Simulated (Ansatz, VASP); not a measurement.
# One calculation of Ge, two programs

INCAR

```
SYSTEM = Ge
ALGO     = Normal         ! electronic algorithm
EDIFF    = 1E-7           ! SCF threshold, eV
EDIFFG   = -0.01          ! ionic threshold
ENCUT    = 600            ! plane-wave cutoff, eV
GGA      = PE             ! functional
IBRION   = 2              ! ionic algorithm
ISIF     = 3              ! what is computed and relaxed
ISMEAR   = 0              ! smearing method
LASPH    = .TRUE.         ! aspherical terms in the spheres
LCHARG   = .FALSE.        ! write CHGCAR
LREAL    = .FALSE.        ! projectors in reciprocal space
LWAVE    = .FALSE.        ! write WAVECAR
NELM     = 100            ! most SCF steps
NSW      = 100            ! ionic steps
PREC     = Accurate       ! precision mode
SIGMA    = 0.1            ! smearing width, eV
```

KPOINTS

```
k-points
0
G
  20 20 20
  0 0 0
```

Contents of POSCAR:

```
Ge
1.0
    2.7507967765      0.0000000000      0.0000000000
    0.0000000000      2.7507967765      0.0000000000
    0.0000000000      0.0000000000      2.6452130382
Ge
1
Direct
    0.0000000000      0.0000000000      0.5000000000
```

Input for Ansatz:

```yaml
crystal:
  lattice:
    - [2.7507967765, 0.0, 0.0]
    - [0.0, 2.7507967765, 0.0]
    - [0.0, 0.0, 2.6452130382]
  atoms:
    - { symbol: Ge, position: [0.0, 0.0, 0.5] }
basis:
  ecutwfc: 420
kpoints:
  mp_grid: { grid: [20, 20, 20] }
hamiltonian:
  xc: pbe
scf:
  occupations: { method: gaussian, width: 0.1 }
output:
  forces: true
  stress: true
  eigenvalues: true
relax:
  adjacent_minimum: "off"
  f_tol: 0.01
  max_steps: 80
  cell: { stress_tol: 0.05 }
```

Alike in both runs: task relaxation of cell and atoms; functional PBE; k mesh 20 × 20 × 20; occupations gaussian, width 0.1 eV; no spin polarisation.

```csv
,VASP,Ansatz
version,VASP 6.6.1,Ansatz 0.2.0
potentials or method,"VASP PAW PBE potentials, release 64 (Ge_d), cutoff 600 eV","scalar-relativistic, plane waves, PAW"
valence electrons in the cell,14,14
```

```tsv
	VASP	Ansatz	Ansatz less VASP
gap on the k mesh at the Fermi level, each at its own relaxed structure (eV)	none	none	-
relaxed volume (Å³/atom)	19.93	19.93	-0.008
relaxed length of the cell vector where the two differ most in proportion (Å)	2.712	2.711	-0.0007
```

A gap of «none» marks a metal or a gap that the smearing closes.
